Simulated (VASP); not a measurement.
Wanted: the native input for a VASP 6.6.1 run.

```yaml
Task: relaxation of the atoms
Functional: PBE
Potentials_or_basis: VASP PAW PBE potentials, release 64 (Ir)
Cutoff: 520 eV
k_mesh: 12 × 12 × 1
Occupations: gaussian, width 0.1 eV
Spin: no spin polarisation
Dipole_correction: yes
Atoms_held_fixed_from_0: "[0]"
Further_INCAR_settings: ALGO = Normal; EDIFF = 1e-07; IBRION = 2; EDIFFG = -0.03; NSW = 70
```

The structure of Ir lies in POSCAR:

```
Ir
1.0
    2.7367600872      0.0000000000      0.0000000000
   -1.3683800436      2.3701037596      0.0000000000
    0.0000000000      0.0000000000     18.4691105080
Ir
3
Selective dynamics
Direct
    0.6666666667      0.3333333333      0.3790112143  F F F
    0.3333333333      0.6666666667      0.5000000000  T T T
    0.0000000000      0.0000000000      0.6209887857  T T T
```

These files were run (other wordings do the same):

INCAR

```
PREC = Accurate
ENCUT = 520
EDIFF = 1E-7
ISMEAR = 0
SIGMA = 0.1
LREAL = False
LASPH = True
NELM = 60
ALGO = Normal
ISIF = 2
LWAVE = False
LCHARG = False
LDIPOL = True
IDIPOL = 3
DIPOL = 0.5 0.5 0.500
GGA = PE
IBRION = 2
NSW = 70
EDIFFG = -0.03
```

KPOINTS

```
Automatic mesh
0
Gamma
  12 12 1
```

Potentials or basis: VASP PAW PBE potentials, release 64 (Ir).

The run is started by

```sh
$ cat potpaw_PBE.64/Ir/POTCAR > POTCAR
$ mpirun -np 1 vasp_std > vasp.out
```

It gave:

| Property | Result |
| --- | --- |
| Energy gained by relaxing | 13.7 meV/atom |
| Ionic steps | 5 |
| Band gap on the k mesh | zero (an odd number of electrons rules out a gap without spin polarisation) |

Caveat: spin-orbit coupling is left out, which moves the levels of the heavy elements.

Wall time 2.2 min on 1 thread of Intel(R) Xeon(R) 6975P-C (Granite Rapids), with other jobs on the host, peak memory 0.24 GiB.
